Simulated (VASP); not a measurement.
# NaLiAlCl4 (F-43m) in VASP: further runs

Runs on NaLiAlCl4. Level: PBE. Tasks: single point.

Program: VASP 6.6.1. These are calculated values, not measurements. Logs are shortened: lines on timing, memory, paths and dates and some standing lists are left out, and cuts for length are marked.

## Step 1: The cell of the first run

The structure is cubic, space group F-43m (No. 216). The conventional cell has a = 10.612 Å, b = 10.612 Å, c = 10.612 Å, α = 90.00°, β = 90.00°, γ = 90.00°. Within 5.8 Å of Na (site symmetry -43m) lie 12 Cl at 4.42 Å and 4 Li at 4.60 Å and 6 Al at 5.31 Å. Within 3.2 Å of Li (site symmetry -43m) lie 4 Cl at 2.42 Å. Within 2.9 Å of Al (site symmetry -43m) lie 4 Cl at 2.17 Å. Cl (site symmetry 3m) has 1 Al at 2.17 Å and 1 Li at 2.42 Å within 2.9 Å.

## Step 2: Single point, PBE

Input file INCAR:

```
SYSTEM = NaLiAlCl4
PREC     = Accurate       ! precision mode
ENCUT    = 520            ! plane-wave cutoff, eV
EDIFF    = 1E-7           ! SCF threshold, eV
ISMEAR   = 0              ! smearing method
SIGMA    = 0.1            ! smearing width, eV
LREAL    = .False.        ! projectors in reciprocal space
LASPH    = .True.         ! aspherical terms in the spheres
NELM     = 100            ! most SCF steps
ALGO     = Normal         ! electronic algorithm
ISIF     = 2              ! what is computed and relaxed
LWAVE    = .False.        ! write WAVECAR
LCHARG   = .False.        ! write CHGCAR
GGA      = PE             ! functional
NBANDS   = 30             ! bands
```

Input file KPOINTS:

```
Automatic mesh
0
Gamma
  6 6 6
  0 0 0
```

Input file POSCAR:

```
NaLiAlCl4
1.0
    0.0000000000      5.3061044813      5.3061044813
    5.3061044813      0.0000000000      5.3061044813
    5.3061044813      5.3061044813      0.0000000000
Na Li Al Cl
1 1 1 4
Direct
    0.0000000000      0.0000000000      0.0000000000
    0.7500000000      0.7500000000      0.7500000000
    0.5000000000      0.5000000000      0.5000000000
    0.1453923984      0.6182025339      0.6182025339
    0.6182025339      0.1453923984      0.6182025339
    0.6182025339      0.6182025339      0.1453923984
    0.6182025339      0.6182025339      0.6182025339
```

Potentials or basis: VASP PAW PBE potentials, release 64 (Na_pv, Li_sv, Al, Cl).

Launch:

```console
$ cat potpaw_PBE.64/Na_pv/POTCAR potpaw_PBE.64/Li_sv/POTCAR potpaw_PBE.64/Al/POTCAR potpaw_PBE.64/Cl/POTCAR > POTCAR
$ mpirun -np 1 vasp_std > vasp.out
```

OUTCAR:

```text
SYSTEM = NaLiAlCl4
   PREC = Accurate
   ENCUT = 520
   EDIFF = 1E-7
   ISMEAR = 0
   LREAL = .False.
   LASPH = .True.
   NELM = 100
   ISIF = 2
   GGA = PE

 ion  position               nearest neighbor table
   1  0.000  0.000  0.000-
   2  0.750  0.750  0.750-   7 2.42   5 2.42   6 2.42   4 2.42
   3  0.500  0.500  0.500-   4 2.17   5 2.17   6 2.17   7 2.17
   4  0.145  0.618  0.618-   3 2.17   2 2.42
   5  0.618  0.145  0.618-   3 2.17   2 2.42
   6  0.618  0.618  0.145-   3 2.17   2 2.42
   7  0.618  0.618  0.618-   3 2.17   2 2.42

  LATTYP: Found a face centered cubic cell.
 ALAT       =    10.6122089626

  Lattice vectors:

 A1 = (   0.0000000000,   5.3061044813,   5.3061044813)
 A2 = (   5.3061044813,   0.0000000000,   5.3061044813)
 A3 = (   5.3061044813,   5.3061044813,   0.0000000000)

Analysis of symmetry for initial positions (statically):
=====================================================================
 Subroutine PRICEL returns:
 Original cell was already a primitive cell.

 Routine SETGRP: Setting up the symmetry group for a
 face centered cubic supercell.

 Subroutine GETGRP returns: Found 24 space group operations
 (whereof 24 operations were pure point group operations)
 out of a pool of 48 trial point group operations.

The static configuration has the point symmetry T_d .

Analysis of symmetry for dynamics (positions and initial velocities):
=====================================================================
 Subroutine PRICEL returns:
 Original cell was already a primitive cell.

 Routine SETGRP: Setting up the symmetry group for a
 face centered cubic supercell.

 Subroutine GETGRP returns: Found 24 space group operations
 (whereof 24 operations were pure point group operations)
 out of a pool of 48 trial point group operations.

The dynamic configuration has the point symmetry T_d .

 Subroutine INISYM returns: Found 24 space group operations
 (whereof 24 operations are pure point group operations),
 and found     1 'primitive' translations

----------------------------------------------------------------------------------------

                                     Primitive cell

  volume of cell :     298.7840

  direct lattice vectors                    reciprocal lattice vectors
     0.000000000  5.306104481  5.306104481    -0.094231088  0.094231088  0.094231088
[... 88 lines left out ...]
   LREAL  =      F    real-space projection
   EDIFFG = 0.1E-05   stopping-criterion for IOM
   NSW    =      0    number of steps for IOM
   IBRION =     -1    ionic relax: 0-MD 1-quasi-New 2-CG
   NFREE  =      0    steps in history (QN), initial steepest desc. (CG)
   ISIF   =      2    stress and relaxation
   ISYM   =      2    0-nonsym 1-usesym 2-fastsym
   POTIM  = 0.5000    time-step for ionic-motion
   TEBEG  =    0.0;   TEEND  =   0.0 temperature during run
   PSTRESS=    0.0 pullay stress
   NELECT =      41.0000    total number of electrons
   NUPDOWN=      -1.0000    fix difference up-down
   EMIN   =  10.00;   EMAX   =-10.00  energy-range for DOS
   EFERMI =   0.00;   METHOD = LEGACY
   ISMEAR =     0;   SIGMA  =   0.10  broadening in eV -4-tet -1-fermi 0-gaus
   EFERMI_NEDOS =   21; number of points for ismear=-14 and -15
   IALGO  =     38    algorithm
   IMIX   =      4    mixing-type and parameters
     AMIX     =   0.40;   BMIX     =  1.00
     AMIX_MAG =   1.60;   BMIX_MAG =  1.00
  volume/ion in A,a.u.               =      42.68       288.04
  Fermi-wavevector in a.u.,A,eV,Ry     =   0.844404  1.595692  9.701202  0.713018
  Thomas-Fermi vector in A             =   1.959427
   LORBIT       =      0    0 simple, 1 ext, 2 COOP (PROOUT), +10 PAW based schemes
   GGA     = PE    functional components
   LHFCALC =     F    Hartree Fock is set to
   AEXX    =    0.0000 exact exchange contribution
   IVDW    =     0    specifies the selected vdW correction
   LEPSILON=     F    determine dielectric tensor
   LRPA    =     F    only Hartree local field effects (RPA)
 non-spin polarized calculation
 Gauss-broadening in eV      SIGMA  =   0.10
  energy-cutoff  :      520.00
  volume of cell :      298.78
 maximum number of plane-waves:      8080
   NGX = 27   NGY = 27   NGZ = 27

 number of electron      40.9999985 magnetization

 Free energy of the ion-electron system (eV)
  ---------------------------------------------------
  ext. energy  EPLUGINS =         0.00000000
  ---------------------------------------------------
  free energy    TOTEN  =       -22.89189449 eV

  energy without entropy =      -22.87002286  energy(sigma->0) =      -22.88095867

 E-fermi :   1.4548     XC(G=0):  -5.6598

 val. band max:        1.4339094272   @ k =   0.5000   0.3333   0.1667
 cond. band min:       1.4961403837   @ k =   0.5000   0.0000   0.0000
 fundamental gap:      0.0622309565
 Fermi energy:         1.4548100793

 k-point     1 :       0.0000    0.0000    0.0000
  band No.  band energies     occupation
      1     -47.7464      2.00000
      2     -24.8467      2.00000
      3     -24.8467      2.00000
      4     -24.8467      2.00000
      5     -17.1307      2.00000
      6     -16.5951      2.00000
[... 517 lines left out ...]
     29       4.9539      0.00000
     30       5.2292      0.00000

------------------------ aborting loop because EDIFF is reached ----------------------------------------

  FORCE on cell =-STRESS in cart. coord.  units (eV):
  Direction    XX          YY          ZZ          XY          YZ          ZX
  --------------------------------------------------------------------------------------
  -------------------------------------------------------------------------------------
  Total       -0.1322649     -0.1322649     -0.1322649      0.0000000      0.0000000     -0.0000000
  in kB       -0.7092476     -0.7092476     -0.7092476      0.0000000      0.0000000     -0.0000000
  external PRESSURE =      -0.7092476 kB  Pullay stress =       0.0000000 kB

 VOLUME and BASIS-vectors are now :
 -----------------------------------------------------------------------------
  energy-cutoff  :      520.00
  volume of cell :      298.78
      direct lattice vectors                 reciprocal lattice vectors
     0.000000000  5.306104481  5.306104481    -0.094231088  0.094231088  0.094231088
     5.306104481  0.000000000  5.306104481     0.094231088 -0.094231088  0.094231088
     5.306104481  5.306104481  0.000000000     0.094231088  0.094231088 -0.094231088

 POSITION                                       TOTAL-FORCE (eV/Angst)
 -----------------------------------------------------------------------------------
      0.00000      0.00000      0.00000        -0.000000      0.000000     -0.000000
      7.95916      7.95916      7.95916        -0.000000      0.000000     -0.000000
      5.30610      5.30610      5.30610        -0.000000      0.000000     -0.000000
      6.56049      4.05171      4.05171        -0.016955      0.016955      0.016955
      4.05171      6.56049      4.05171         0.016955     -0.016955      0.016955
      4.05171      4.05171      6.56049         0.016955      0.016955     -0.016955
      6.56049      6.56049      6.56049        -0.016955     -0.016955     -0.016955
 -----------------------------------------------------------------------------------
    total drift:                               -0.000001     -0.000001     -0.000001

  FREE ENERGIE OF THE ION-ELECTRON SYSTEM (eV)
  ---------------------------------------------------
  free  energy   TOTEN  =       -22.8918944933 eV

  energy  without entropy=      -22.8700228558  energy(sigma->0) =      -22.88095867
```

It took 2.4 min on 1 thread of AMD EPYC 9R45 (Zen 5), shared host; peak memory 0.47 GiB.

What came out:

| Property | Result |
| --- | --- |
| Free energy | -22.8919 eV |
| Largest force | 0.029 eV/Å |

Forces in eV/Å, atoms in the order of the input:
```
Na   0.000  0.000  0.000
Li   0.000  0.000  0.000
Al   0.000  0.000  0.000
Cl  -0.017  0.017  0.017
Cl   0.017 -0.017  0.017
Cl   0.017  0.017 -0.017
Cl  -0.017 -0.017 -0.017
```

Levels at points of the mesh, in eV from the Fermi level:
```tsv
k point	band 19	band 20	band 21	band 22	band 23	band 24
(0.00, 0.00, 0.00)	-5.28	-5.28	-0.77	0.58	1.64	1.64
(0.50, 0.00, 0.00)	-5.51	-5.28	0.04	0.50	1.65	2.30
(0.50, 0.50, 0.00)	-5.44	-5.44	0.12	1.17	1.51	2.43
```

Caveat: the cutoff is under 1.25 times the usual one of these potentials, so pressure, stress and relaxed cells hold a basis-set (Pulay) error; an odd number of electrons without spin polarisation forces a metal; a magnetic or distorted state may lie lower.

## Step 3: Single point, PBE

This run uses another cell than the first one, of 23.88 Å³/atom, 0.560 times its volume.

Input file INCAR:

```
SYSTEM = NaLiAlCl4
PREC = Accurate
ENCUT = 520
EDIFF = 1E-7
ISMEAR = 0
SIGMA = 0.1
LREAL = .False.
LASPH = .True.
NELM = 80
ALGO = Normal
ISIF = 2
LWAVE = .False.
LCHARG = .False.
GGA = PE
NBANDS = 30
```

Input file KPOINTS:

```
regular mesh
0
Gamma
  4 4 4
  0 0 0
```

Input file POSCAR:

```
NaLiAlCl4
1.0
    0.0000000000      4.3723435000      4.3723435000
    4.3723435000      0.0000000000      4.3723435000
    4.3723435000      4.3723435000      0.0000000000
Na Li Al Cl
1 1 1 4
Direct
    0.0000000000      0.0000000000      0.0000000000
    0.2500000000      0.2500000000      0.2500000000
    0.5000000000      0.5000000000      0.5000000000
    0.3757583900      0.8727248200      0.3757583900
    0.3757583900      0.3757583900      0.3757583900
    0.8727248200      0.3757583900      0.3757583900
    0.3757583900      0.3757583900      0.8727248200
```

Potentials or basis: VASP PAW PBE potentials, release 64 (Na_pv, Li_sv, Al, Cl).

Launch:

```console
$ cat potpaw_PBE.64/Na_pv/POTCAR potpaw_PBE.64/Li_sv/POTCAR potpaw_PBE.64/Al/POTCAR potpaw_PBE.64/Cl/POTCAR > POTCAR
$ mpirun -np 1 vasp_std > vasp.out
```

OUTCAR:

```text
SYSTEM = NaLiAlCl4
   PREC = Accurate
   ENCUT = 520
   EDIFF = 1E-7
   ISMEAR = 0
   LREAL = .False.
   LASPH = .True.
   NELM = 80
   ISIF = 2
   GGA = PE

 ion  position               nearest neighbor table
   1  0.000  0.000  0.000-
   2  0.250  0.250  0.250-   5 1.90   4 1.90   6 1.90   7 1.90
   3  0.500  0.500  0.500-   4 1.88   6 1.88   7 1.88   5 1.88
   4  0.376  0.873  0.376-   3 1.88   2 1.90
   5  0.376  0.376  0.376-   3 1.88   2 1.90
   6  0.873  0.376  0.376-   3 1.88   2 1.90
   7  0.376  0.376  0.873-   3 1.88   2 1.90

[... 454 lines left out ...]
  Total       27.8582760     27.8582760     27.8582760     -0.0000000      0.0000000      0.0000000
  in kB      266.9881598    266.9881598    266.9881598     -0.0000000      0.0000000      0.0000000
  external PRESSURE =     266.9881598 kB  Pullay stress =       0.0000000 kB

 VOLUME and BASIS-vectors are now :
 -----------------------------------------------------------------------------
  energy-cutoff  :      520.00
  volume of cell :      167.18
      direct lattice vectors                 reciprocal lattice vectors
     0.000000000  4.372343500  4.372343500    -0.114355151  0.114355151  0.114355151
     4.372343500  0.000000000  4.372343500     0.114355151 -0.114355151  0.114355151
     4.372343500  4.372343500  0.000000000     0.114355151  0.114355151 -0.114355151

 POSITION                                       TOTAL-FORCE (eV/Angst)
 -----------------------------------------------------------------------------------
      0.00000      0.00000      0.00000         0.000000      0.000000      0.000000
      2.18617      2.18617      2.18617        -0.000000      0.000000      0.000000
      4.37234      4.37234      4.37234        -0.000000     -0.000000      0.000000
      5.45880      3.28589      5.45880         2.149959     -2.149959      2.149959
      3.28589      3.28589      3.28589        -2.149959     -2.149959     -2.149959
      3.28589      5.45880      5.45880        -2.149959      2.149959      2.149959
      5.45880      5.45880      3.28589         2.149959      2.149959     -2.149959
 -----------------------------------------------------------------------------------
    total drift:                                0.000088      0.000088      0.000088

  FREE ENERGIE OF THE ION-ELECTRON SYSTEM (eV)
  ---------------------------------------------------
  free  energy   TOTEN  =       -16.9729414321 eV

  energy  without entropy=      -16.9622494987  energy(sigma->0) =      -16.96759547
```

OSZICAR:

```text
N       E                     dE             d eps       ncg     rms          rms(c)
DAV:   1     0.365496929638E+03    0.36550E+03   -0.17884E+04   504   0.124E+03
DAV:   2     0.230482693397E+02   -0.34245E+03   -0.32621E+03   592   0.297E+02
DAV:   3    -0.141239832099E+02   -0.37172E+02   -0.36994E+02   570   0.109E+02
DAV:   4    -0.179480256627E+02   -0.38240E+01   -0.38166E+01   888   0.244E+01
DAV:   5    -0.180697088121E+02   -0.12168E+00   -0.12150E+00   634   0.399E+00    0.120E+01
DAV:   6    -0.171877361564E+02    0.88197E+00   -0.12775E+00   606   0.463E+00    0.808E+00
DAV:   7    -0.169771156138E+02    0.21062E+00   -0.94105E-01   610   0.388E+00    0.272E+00
DAV:   8    -0.169724092107E+02    0.47064E-02   -0.59393E-02   632   0.123E+00    0.380E-01
DAV:   9    -0.169725459729E+02   -0.13676E-03   -0.24015E-03   698   0.244E-01    0.179E-01
DAV:  10    -0.169727772608E+02   -0.23129E-03   -0.52320E-04   744   0.956E-02    0.404E-02
DAV:  11    -0.169728722182E+02   -0.94957E-04   -0.10368E-04   628   0.346E-02    0.229E-02
DAV:  12    -0.169729327469E+02   -0.60529E-04   -0.99753E-05   552   0.307E-02    0.632E-03
DAV:  13    -0.169729394087E+02   -0.66618E-05   -0.11889E-05   634   0.111E-02    0.469E-03
DAV:  14    -0.169729411668E+02   -0.17580E-05   -0.53028E-06   552   0.714E-03    0.228E-03
DAV:  15    -0.169729414522E+02   -0.28543E-06   -0.29864E-07   552   0.235E-03    0.877E-04
DAV:  16    -0.169729414321E+02    0.20117E-07   -0.28529E-08   418   0.930E-04
   1 F= -.16972941E+02 E0= -.16967595E+02  d E =-.106919E-01
```

stdout:

```text
POSCAR found type information on POSCAR NaLiAlCl
 POSCAR found :  4 types and       7 ions
 scaLAPACK will be used
 LDA part: xc-table for (Slater+PW92), standard interpolation
 POSCAR, INCAR and KPOINTS ok, starting setup
 FFT: planning ... GRIDC
 FFT: planning ... GRID_SOFT
 FFT: planning ... GRID
 WAVECAR not read
 entering main loop
```

Wall time 44 s (1 thread of Intel Xeon Platinum 8488C (Sapphire Rapids), shared host); peak memory 0.33 GiB.

Results:

```
Free energy   : -16.9729 eV
Largest force : 3.724 eV/Å
```

Forces on the atoms (eV/Å):
```
Na   0.000  0.000  0.000
Li   0.000  0.000  0.000
Al   0.000  0.000  0.000
Cl   2.150 -2.150  2.150
Cl  -2.150 -2.150 -2.150
Cl  -2.150  2.150  2.150
Cl   2.150  2.150 -2.150
```

Levels at points of the mesh, in eV from the Fermi level:
```
           k point  band 17  band 18  band 19  band 20  band 21  band 22  band 23  band 24  band 25  band 26
(0.00, 0.00, 0.00)    -6.92    -5.88    -5.88    -5.88    -1.35     0.95     0.95     0.95     2.57     2.57
(0.50, 0.00, 0.00)    -7.52    -6.47    -6.47    -5.87    -0.07     0.73     1.54     2.56     2.56     3.21
(0.50, 0.50, 0.00)    -7.42    -6.94    -6.24    -6.24     0.35     1.37     2.75     2.80     2.80     3.05
```

Caveat: the cutoff is under 1.25 times the usual one of these potentials, so pressure, stress and relaxed cells hold a basis-set (Pulay) error; an odd number of electrons without spin polarisation forces a metal; a magnetic or distorted state may lie lower.
